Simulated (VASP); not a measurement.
A run of VASP 6.6.1:

File POSCAR:

```
Al3Cu2
1.0
    4.2658842546      0.0000000000      0.0000000000
   -2.1329421273      3.6943641341      0.0000000000
    0.0000000000      0.0000000000      5.1894558481
Al Cu
3 2
Direct
    0.0000000000      0.0000000000      0.0000000000
    0.3333333333      0.6666666667      0.3501725384
    0.6666666667      0.3333333333      0.6498274616
    0.3333333333      0.6666666667      0.8401683181
    0.6666666667      0.3333333333      0.1598316819
```

Contents of INCAR.step1:

```
SYSTEM = Al3Cu2
PREC     = Accurate       ! precision mode
ENCUT    = 520            ! plane-wave cutoff, eV
ISMEAR   = 0              ! smearing method
SIGMA    = 0.15           ! smearing width, eV
LREAL    = .False.        ! projectors in reciprocal space
LASPH    = .True.         ! aspherical terms in the spheres
NELM     = 100            ! most SCF steps
NBANDS   = 24             ! bands
GGA      = PE             ! functional
ALGO     = Normal         ! electronic algorithm
EDIFF    = 1E-4           ! SCF threshold, eV
LWAVE    = .True.         ! write WAVECAR
LCHARG   = .False.        ! write CHGCAR
```

Contents of INCAR.step2:

```
SYSTEM = Al3Cu2
PREC     = Accurate       ! precision mode
ENCUT    = 520            ! plane-wave cutoff, eV
EDIFF    = 1E-6           ! SCF threshold, eV
ISMEAR   = 0              ! smearing method
SIGMA    = 0.15           ! smearing width, eV
LREAL    = .False.        ! projectors in reciprocal space
LASPH    = .True.         ! aspherical terms in the spheres
NELM     = 100            ! most SCF steps
ALGO     = Normal         ! electronic algorithm
ISIF     = 2              ! what is computed and relaxed
LWAVE    = .False.        ! write WAVECAR
LCHARG   = .False.        ! write CHGCAR
METAGGA  = R2SCAN         ! meta-GGA
LMIXTAU  = .True.       
NBANDS   = 24             ! bands
ISTART   = 1
```

Contents of KPOINTS:

```
Automatic mesh
0
Gamma
  12 12 10
  0 0 0
```

Potentials or basis: VASP PAW PBE potentials, release 64 (Al, Cu).

Command:

```bash
$ cat potpaw_PBE.64/Al/POTCAR potpaw_PBE.64/Cu/POTCAR > POTCAR
$ cp INCAR.step1 INCAR
$ mpirun -np 1 vasp_std > vasp.out
$ cp INCAR.step2 INCAR
$ mpirun -np 1 vasp_std > vasp.out
```

Hardware: 1 thread of AMD EPYC 9R45 96-Core Processor (Zen 5), with other jobs on the host.

Question: Estimate the wall time of this run.

Answer: It took 13 min on 1 thread of AMD EPYC 9R45 96-Core Processor (Zen 5), with other jobs on the host, peak memory 0.37 GiB. Counts: k points 162.
